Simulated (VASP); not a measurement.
# N (P-1) in VASP: single point with PBEsol

Aim: the single point of N with PBEsol.

Everything below comes from runs of VASP 6.6.1. Logs are shortened: lines on timing, memory, paths and dates and some standing lists are left out, and cuts for length are marked.

### 1 The cell of the first run

The typed cell holds 2 atoms: a = 3.622 Å, b = 3.581 Å, c = 5.762 Å, α = 89.37°, β = 89.25°, γ = 119.83°.

### 2 Single point, PBEsol (atoms moved at random and the cell strained at random)

INCAR reads:

```
ALGO = Normal ; EDIFF = 1E-6
ENCUT = 520 ; GGA = PS
ISIF = 2 ; ISMEAR = 0
LASPH = True ; LCHARG = True
LELF = True ; LREAL = False
LVHAR = True ; LWAVE = False
NBANDS = 12 ; NELM = 100
PREC = Accurate ; SIGMA = 0.1
```

KPOINTS reads:

```
k-points
0
Gamma
  12 12 6
```

POSCAR reads:

```
N
1.0
    3.6214896162      0.0170925978      0.0235159307
   -1.7959421842      3.0979618921      0.0196701108
    0.0381672000      0.0589000000      5.7616569000
N
2
Direct
    0.3163478662      0.6529878148      0.2533803056
    0.6836521338      0.3470121852      0.7466196944
```

Potentials or basis: VASP PAW PBE potentials, release 64 (N).

The run is started by

```console
> cat potpaw_PBE.64/N/POTCAR > POTCAR
> mpirun -np 1 vasp_std > vasp.out
```

OUTCAR:

```text
EDIFF = 1E-6
   ENCUT = 520
   GGA = PS
   ISIF = 2
   ISMEAR = 0
   LASPH = True
   LREAL = False
   NELM = 100
   PREC = Accurate

 ion  position               nearest neighbor table
   1  0.316  0.653  0.253-
   2  0.684  0.347  0.747-

  LATTYP: Found a triclinic cell.
 ALAT       =     3.6108244122
 B/A-ratio  =     0.9917248909
 C/A-ratio  =     1.5957808253
 COS(alpha) =     0.0110138393
 COS(beta)  =     0.0241266421
 COS(gamma) =     0.4928470438

  Lattice vectors:

 A1 = (   1.8255474320,   3.1150544899,   0.0431860415)
 A2 = (  -1.7959421842,   3.0979618921,   0.0196701108)
 A3 = (   0.0381672000,   0.0589000000,   5.7616569000)

Analysis of symmetry for initial positions (statically):
=====================================================================
 Subroutine PRICEL returns:
 Original cell was already a primitive cell.

 Routine SETGRP: Setting up the symmetry group for a
 triclinic supercell.

 Subroutine GETGRP returns: Found  2 space group operations
 (whereof  2 operations were pure point group operations)
 out of a pool of  2 trial point group operations.

The static configuration has the point symmetry S_2 .

Analysis of symmetry for dynamics (positions and initial velocities):
=====================================================================
 Subroutine PRICEL returns:
 Original cell was already a primitive cell.

 Routine SETGRP: Setting up the symmetry group for a
 triclinic supercell.

 Subroutine GETGRP returns: Found  2 space group operations
 (whereof  2 operations were pure point group operations)
 out of a pool of  2 trial point group operations.

The dynamic configuration has the point symmetry S_2 .

 Subroutine INISYM returns: Found  2 space group operations
 (whereof  2 operations are pure point group operations),
 and found     1 'primitive' translations

----------------------------------------------------------------------------------------

                                     Primitive cell

  volume of cell :      64.8088

  direct lattice vectors                    reciprocal lattice vectors
     3.621489616  0.017092598  0.023515931     0.275398284  0.159675104 -0.003456652
    -1.795942184  3.097961892  0.019670111    -0.001498201  0.321945168 -0.003281242
     0.038167200  0.058900000  5.761656900    -0.001118910 -0.001750817  0.173586495

  length of vectors
     3.621606301  3.580944446  5.762084361     0.318358763  0.321965374  0.173598931

  position of ions in fractional coordinates (direct lattice)
     0.316347866  0.652987815  0.253380306
     0.683652134  0.347012185  0.746619694

  ion indices of the primitive-cell ions
   primitive index   ion index
                 1           1
                 2           2

----------------------------------------------------------------------------------------

 KPOINTS: k-points

Automatic generation of k-mesh.
 Grid dimensions read from file:
 generate k-points for:   12   12    6

 Generating k-lattice:

  Cartesian coordinates                     Fractional coordinates (reciprocal lattice)
     0.022949857  0.013306259 -0.000288054     0.083333333 -0.000000000  0.000000000
    -0.000124850  0.026828764 -0.000273437     0.000000000  0.083333333  0.000000000
    -0.000186485 -0.000291803  0.028931083     0.000000000  0.000000000  0.166666667

  Length of vectors
     0.026529897  0.026830448  0.028933155

  Shift w.r.t. Gamma in fractional coordinates (k-lattice)
     0.000000000  0.000000000  0.000000000

 Subroutine IBZKPT returns following result:
 ===========================================

 Found    436 irreducible k-points:

 Following reciprocal coordinates:
            Coordinates               Weight
  0.000000  0.000000  0.000000      1.000000
  0.083333  0.000000 -0.000000      2.000000
  0.166667 -0.000000  0.000000      2.000000
  0.250000  0.000000 -0.000000      2.000000
  0.333333  0.000000 -0.000000      2.000000
  0.416667  0.000000 -0.000000      2.000000
[... 16 lines left out ...]
  0.250000  0.166667 -0.000000      2.000000
  0.333333  0.166667  0.000000      2.000000
 [... further k-points ...]
   k-points           NKPTS =    436   k-points in BZ     NKDIM =    436   number of bands    NBANDS=     12
   number of dos      NEDOS =    301   number of ions     NIONS =      2
   total plane-waves  NPLWV =  37632
   dimension x,y,z NGX =    28 NGY =   28 NGZ =   48
   dimension x,y,z NGXF=    56 NGYF=   56 NGZF=   96
   ions per type =               2
   NGX,Y,Z   is equivalent  to a cutoff of  12.85, 13.00, 13.85 a.u.
   NGXF,Y,Z  is equivalent  to a cutoff of  25.71, 26.00, 27.70 a.u.
 SYSTEM =  unknown system
   PREC   = accura    normal or accurate (medium, high low for compatibility)
   ISTART =      0    job   : 0-new  1-cont  2-samecut
   ICHARG =      2    charge: 1-file 2-atom 10-const
   ISPIN  =      1    spin polarized calculation?
   LNONCOLLINEAR =      F non collinear calculations
   LSORBIT =      F    spin-orbit coupling
   LASPH  =      T    aspherical Exc in radial PAW
   ENCUT  =  520.0 eV  38.22 Ry    6.18 a.u.   6.73  6.66 10.71*2*pi/ulx,y,z
   NELM   =    100;   NELMIN=  2; NELMDL= -5     # of ELM steps
   EDIFF  = 0.1E-05   stopping-criterion for ELM
   LREAL  =      F    real-space projection
   EDIFFG = 0.1E-04   stopping-criterion for IOM
   NSW    =      0    number of steps for IOM
   IBRION =     -1    ionic relax: 0-MD 1-quasi-New 2-CG
   NFREE  =      0    steps in history (QN), initial steepest desc. (CG)
   ISIF   =      2    stress and relaxation
   ISYM   =      2    0-nonsym 1-usesym 2-fastsym
   POTIM  = 0.5000    time-step for ionic-motion
   TEBEG  =    0.0;   TEEND  =   0.0 temperature during run
   PSTRESS=    0.0 pullay stress
   NELECT =      10.0000    total number of electrons
   NUPDOWN=      -1.0000    fix difference up-down
   EMIN   =  10.00;   EMAX   =-10.00  energy-range for DOS
   EFERMI =   0.00;   METHOD = LEGACY
   ISMEAR =     0;   SIGMA  =   0.10  broadening in eV -4-tet -1-fermi 0-gaus
   EFERMI_NEDOS =   21; number of points for ismear=-14 and -15
   IALGO  =     38    algorithm
   IMIX   =      4    mixing-type and parameters
     AMIX     =   0.40;   BMIX     =  1.00
     AMIX_MAG =   1.60;   BMIX_MAG =  1.00
  volume/ion in A,a.u.               =      32.40       218.68
  Fermi-wavevector in a.u.,A,eV,Ry     =   0.878072  1.659316 10.490235  0.771011
  Thomas-Fermi vector in A             =   1.998108
   LORBIT       =      0    0 simple, 1 ext, 2 COOP (PROOUT), +10 PAW based schemes
   GGA     = PS    functional components
   LHFCALC =     F    Hartree Fock is set to
   AEXX    =    0.0000 exact exchange contribution
   IVDW    =     0    specifies the selected vdW correction
   LEPSILON=     F    determine dielectric tensor
   LRPA    =     F    only Hartree local field effects (RPA)
 non-spin polarized calculation
 Gauss-broadening in eV      SIGMA  =   0.10
  energy-cutoff  :      520.00
  volume of cell :       64.81
 maximum number of plane-waves:      1763
   NGX = 13   NGY = 13   NGZ = 21

 number of electron      10.0000001 magnetization

 Free energy of the ion-electron system (eV)
  ---------------------------------------------------
  ext. energy  EPLUGINS =         0.00000000
  ---------------------------------------------------
  free energy    TOTEN  =        -2.08310047 eV

  energy without entropy =       -2.03481558  energy(sigma->0) =       -2.05895803

 E-fermi :  -4.7756     XC(G=0):  -6.2738

 val. band max:       -4.7761579646   @ k =   0.4167  -0.0000   0.3333
 cond. band min:      -4.7754414878   @ k =  -0.4167  -0.1667   0.1667
 fundamental gap:      0.0007164768
 Fermi energy:        -4.7756274435

 k-point     1 :       0.0000    0.0000    0.0000
  band No.  band energies     occupation
      1     -16.6959      2.00000
      2     -16.3108      2.00000
      3      -5.7773      2.00000
      4      -4.5050      0.00013
      5      -4.4487      0.00000
      6      -4.3315      0.00000
      7      -4.3229      0.00000
      8      -4.2776      0.00000
      9       2.2595      0.00000
     10       6.0831      0.00000
     11       6.6937      0.00000
     12      12.4754      0.00000

 k-point     2 :       0.0833    0.0000   -0.0000
  band No.  band energies     occupation
      1     -16.6762      2.00000
      2     -16.3028      2.00000
      3      -5.7418      2.00000
      4      -4.5785      0.00530
      5      -4.4736      0.00002
      6      -4.4094      0.00000
      7      -4.3322      0.00000
      8      -4.2914      0.00000
      9       2.4184      0.00000
     10       6.2244      0.00000
     11       6.7053      0.00000
     12      11.3904      0.00000

 k-point     3 :       0.1667   -0.0000    0.0000
  band No.  band energies     occupation
      1     -16.6208      2.00000
      2     -16.2819      2.00000
      3      -5.6399      2.00000
      4      -4.7825      1.07695
      5      -4.6249      0.03301
      6      -4.5335      0.00062
      7      -4.3474      0.00000
      8      -4.3273      0.00000
      9       2.8580      0.00000
     10       6.5989      0.00000
     11       6.7589      0.00000
     12      10.0408      0.00000

 k-point     4 :       0.2500    0.0000   -0.0000
  band No.  band energies     occupation
      1     -16.5398      2.00000
      2     -16.2567      2.00000
      3      -5.4846      2.00000
      4      -5.0634      1.99995
      5      -4.8821      1.86771
      6      -4.6067      0.01691
      7      -4.3955      0.00000
      8      -4.3699      0.00000
      9       3.4960      0.00000
     10       6.8039      0.00000
     11       7.1668      0.00000
     12       8.8328      0.00000

 k-point     5 :       0.3333    0.0000   -0.0000
  band No.  band energies     occupation
      1     -16.4491      2.00000
      2     -16.2390      2.00000
      3      -5.3467      2.00000
      4      -5.2909      2.00000
      5      -5.1103      2.00000
      6      -4.6746      0.15305
      7      -4.4901      0.00005
      8      -4.4006      0.00000
      9       4.2514      0.00000
     10       6.9425      0.00000
     11       7.5983      0.00000
     12       7.8641      0.00000
[... 228 lines left out ...]
      1     -16.5703      2.00000
      2     -16.2595      2.00000
      3      -5.5497      2.00000
      4      -4.9199      1.95873
      5      -4.8193      1.46319
      6      -4.5825      0.00630
      7      -4.4001      0.00000
      8      -4.3517      0.00000
      9       3.2693      0.00000
     10       6.7382      0.00000
     11       6.9705      0.00000
     12       9.3754      0.00000

 k-point    22 :       0.1667    0.1667    0.0000
  band No.  band energies     occupation
      1     -16.4974      2.00000
      2     -16.2393      2.00000
      3      -5.4062      2.00000
      4      -5.0986      2.00000
      5      -5.0386      1.99980
      6      -4.6508      0.07744
      7      -4.4783      0.00003
      8      -4.4156      0.00000
      9       3.8620      0.00000
     10       6.8365      0.00000
     11       7.4084      0.00000
     12       8.5546      0.00000

 k-point    23 :       0.2500    0.1667   -0.0000
  band No.  band energies     occupation
      1     -16.4155      2.00000
      2     -16.2268      2.00000
      3      -5.3155      2.00000
      4      -5.2287      2.00000
      5      -5.1666      2.00000
      6      -4.7657      0.88829
      7      -4.5493      0.00137
      8      -4.5086      0.00016
      9       4.5786      0.00000
     10       6.9986      0.00000
     11       7.6224      0.00000
     12       7.9203      0.00000

 k-point    24 :       0.3333    0.1667    0.0000
  band No.  band energies     occupation
      1     -16.3414      2.00000
      2     -16.2312      2.00000
      3      -5.4662      2.00000
      4      -5.2408      2.00000
      5      -5.0468      1.99987
      6      -4.8716      1.82520
      7      -4.6308      0.04054
      8      -4.5946      0.01046
      9       5.3507      0.00000
     10       6.9365      0.00000
     11       7.2184      0.00000
     12       7.9667      0.00000

 [... further k-points ...]

------------------------ aborting loop because EDIFF is reached ----------------------------------------

  FORCE on cell =-STRESS in cart. coord.  units (eV):
  Direction    XX          YY          ZZ          XY          YZ          ZX
  --------------------------------------------------------------------------------------
  -------------------------------------------------------------------------------------
  Total       -3.3385860     -3.2921429     -3.5362828     -0.0116758      0.0946096      0.0845363
  in kB      -82.5351814    -81.3870320    -87.4225616     -0.2886444      2.3388997      2.0898736
  external PRESSURE =     -83.7815917 kB  Pullay stress =       0.0000000 kB

 VOLUME and BASIS-vectors are now :
 -----------------------------------------------------------------------------
  energy-cutoff  :      520.00
  volume of cell :       64.81
      direct lattice vectors                 reciprocal lattice vectors
     3.621489616  0.017092598  0.023515931     0.275398284  0.159675104 -0.003456652
    -1.795942184  3.097961892  0.019670111    -0.001498201  0.321945168 -0.003281242
     0.038167200  0.058900000  5.761656900    -0.001118910 -0.001750817  0.173586495

 POSITION                                       TOTAL-FORCE (eV/Angst)
 -----------------------------------------------------------------------------------
     -0.01741      2.04326      1.48017        -0.052937     -0.046617      0.123917
      1.88112      1.13069      4.32467         0.052937      0.046617     -0.123917
 -----------------------------------------------------------------------------------
    total drift:                                0.000000      0.000000      0.000000

  FREE ENERGIE OF THE ION-ELECTRON SYSTEM (eV)
  ---------------------------------------------------
  free  energy   TOTEN  =        -2.0831004732 eV

  energy  without entropy=       -2.0348155843  energy(sigma->0) =       -2.05895803
```

Wall time 3.3 min (1 thread of Intel Xeon Platinum 8259CL at 2.50GHz (Skylake/Cascade Lake), shared host); peak memory 0.37 GiB.

What came out:

| Item | Value |
| --- | --- |
| Free energy | -2.0831 eV |
| Pressure | -8.4 GPa |
| Largest force | 0.143 eV/Å |
| Band gap on the k mesh | zero (bands 5 and 6 overlap by 0.69 eV) |

Forces on the atoms (eV/Å):
```
N   -0.053 -0.047  0.124
N    0.053  0.047 -0.124
```

Levels at points of the mesh, in eV from the Fermi level:
```csv
k point,band 2,band 3,band 4,band 5,band 6,band 7,band 8,band 9
"(0.00, 0.00, 0.00)",-11.54,-1.00,0.27,0.33,0.44,0.45,0.50,7.04
"(0.50, 0.00, 0.00)",-11.47,-0.83,-0.56,-0.22,0.04,0.09,0.34,10.61
"(0.00, 0.50, 0.00)",-11.43,-0.87,-0.50,-0.32,-0.01,0.22,0.32,10.70
"(0.50, 0.50, 0.00)",-11.44,-0.86,-0.52,-0.29,0.01,0.18,0.32,10.67
"(0.00, 0.00, 0.50)",-11.72,-0.34,-0.29,0.35,0.38,0.38,0.39,8.43
"(0.50, 0.00, 0.50)",-11.50,-0.92,-0.92,0.16,0.18,0.20,0.22,10.77
"(0.00, 0.50, 0.50)",-11.49,-0.89,-0.86,0.10,0.15,0.15,0.20,10.78
"(0.50, 0.50, 0.50)",-11.50,-0.90,-0.89,0.12,0.14,0.19,0.21,10.77
```

Caveat: the cell differs from its parent crystal (atoms moved at random and the cell strained at random); the cell stands under tension; the nearest neighbours stand farther apart than a usual bond; the PAW data sets were made with another functional, which shifts forces and pressure a little.
